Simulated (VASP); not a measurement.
A run of VASP 6.6.1 is set up as follows.

Contents of INCAR:

```
SYSTEM = RbBr
PREC = Accurate
ENCUT = 520
EDIFF = 1E-7
ISMEAR = 0
SIGMA = 0.05
LREAL = .FALSE.
LASPH = .TRUE.
NELM = 100
ALGO = Normal
ISIF = 2
LWAVE = .FALSE.
LCHARG = .FALSE.
GGA = PS
NBANDS = 15
```

KPOINTS

```
regular mesh
0
G
  6 6 6
  0 0 0
```

Contents of POSCAR:

```
RbBr
1.0
    0.0000000000      3.4275000000      3.4275000000
    3.7702500000      0.0000000000      3.4275000000
    3.7702500000      3.4275000000      0.0000000000
Rb Br
1 1
Direct
    0.0000000000      0.0000000000      0.0000000000
    0.5000000000      0.5000000000      0.5000000000
```

Potentials or basis: VASP PAW PBE potentials, release 64 (Rb_sv, Br).

Launch:

```console
$ cat potpaw_PBE.64/Rb_sv/POTCAR potpaw_PBE.64/Br/POTCAR > POTCAR
$ mpirun -np 1 vasp_std > vasp.out
```

(1) What does it give for the pressure?

(2) Estimate the band gap on the k mesh.

Results:

(1) -0.8 GPa.

(2) 3.99 eV, direct.

Caveat: the cell differs from its parent crystal (strain +0.1000 x Voigt [1, 0, 0, 0, 0, 0]); the PAW data sets were made with another functional, which shifts forces and pressure a little.
